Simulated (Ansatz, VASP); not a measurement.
Ag: VASP beside Ansatz

```
Ag
1.0
     2.82001    0.00000    0.00000
     0.00000    2.82001    0.00000
     0.00000    0.00000    2.82001
Ag
1
Direct
  0.00000 0.00000 0.00000
```

Alike in both runs: task single point; functional r2SCAN; k mesh 13 × 13 × 13; occupations fermi-dirac, width 0.1 eV; no spin polarisation.

|  | VASP | Ansatz |
| --- | --- | --- |
| version | VASP 6.6.1 | Ansatz 0.2.0 |
| potentials or method | VASP PAW PBE potentials, release 64 (Ag), cutoff 520 eV | plane waves (500 eV) with PAW, scalar-relativistic |
| valence electrons in the cell | 11 | 19 |

|  | VASP | Ansatz | Ansatz less VASP |
| --- | --- | --- | --- |
| pressure (GPa) | -6.5 | -6.5 | -0.04 |

VASP's potentials were made for PBE, not for r2SCAN. The functional is the same, so the differences come from potentials, cutoffs and numerics. VASP's potentials hold 11 valence electrons a cell and Ansatz's 19, so a difference there can come from the potentials and not from the codes.
